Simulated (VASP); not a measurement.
Wanted: the native input for a VASP 6.6.1 run.

| Quantity | Value |
| --- | --- |
| Task | relaxation of cell and atoms |
| Functional | PBE |
| Potentials or basis | VASP PAW PBE potentials, release 64 (Cr_pv, B, S) |
| Cutoff | 600 eV |
| k mesh | 12 × 12 × 6 |
| Occupations | gaussian, width 0.1 eV |
| Spin | no spin polarisation |
| Dipole correction | no |
| Further INCAR settings | ALGO = Normal; EDIFF = 1e-06; IBRION = 2; EDIFFG = -0.01; NSW = 100; ISIF = 3 |

The structure of CrB3S2 lies in POSCAR:

```
CrB3S2
1.0
    4.0070284081      0.0000000000      0.0000000000
   -2.0035142040      3.4701883951      0.0000000000
    0.0000000000      0.0000000000      7.1565671708
Cr B S
1 3 2
Direct
    0.0000000000      0.0000000000      0.0000000000
    0.5000000000      0.0000000000      0.0000000000
    0.0000000000      0.5000000000      0.0000000000
    0.5000000000      0.5000000000      0.0000000000
    0.0000000000      0.0000000000      0.6928942135
    0.0000000000      0.0000000000      0.3071057865
```

The cell was generated, and may not be a known phase.

The input as run:

INCAR

```
SYSTEM = CrB3S2
PREC = Accurate ; ENCUT = 600
EDIFF = 1E-6 ; ISMEAR = 0
SIGMA = 0.1 ; LREAL = .False.
LASPH = .True. ; NELM = 100
ALGO = Normal ; ISIF = 3
LWAVE = .False. ; LCHARG = .False.
GGA = PE ; IBRION = 2
NSW = 100 ; EDIFFG = -0.01
```

KPOINTS

```
Automatic mesh
0
Gamma
  12 12 6
  0 0 0
```

Potentials or basis: VASP PAW PBE potentials, release 64 (Cr_pv, B, S).

Run with:

```sh
$ cat potpaw_PBE.64/Cr_pv/POTCAR potpaw_PBE.64/B/POTCAR potpaw_PBE.64/S/POTCAR > POTCAR
$ mpirun -np 1 vasp_std > vasp.out
```

Results of the run:

```
Relaxed volume                        : 16.83 Å³/atom
Relaxed cell                          : a = 4.002 Å, b = 4.002 Å, c = 7.282 Å, α = 90.00°, β = 90.00°, γ = 120.00°
Space group after relaxing (to 0.1 Å) : P6/mmm (No. 191)
Energy gained by relaxing             : 0.6 meV/atom
Ionic steps                           : 15
Pressure after relaxing               : 0.0 GPa
Largest force after relaxing          : 0.004 eV/Å
Band gap on the k mesh                : zero (an odd number of electrons rules out a gap without spin polarisation)
```

Caveat: this functional lacks dispersion, which binds layers or chains, so the pressure and a relaxed spacing across them are unreliable; an odd number of electrons without spin polarisation forces a metal; a magnetic or distorted state may lie lower; the run has no spin polarisation, though such a crystal can be magnetic.

Run time: 24 min on 1 thread of Intel(R) Xeon(R) Platinum 8259CL CPU @ 2.50GHz (Skylake/Cascade Lake) (shared host), peak memory 0.39 GiB.
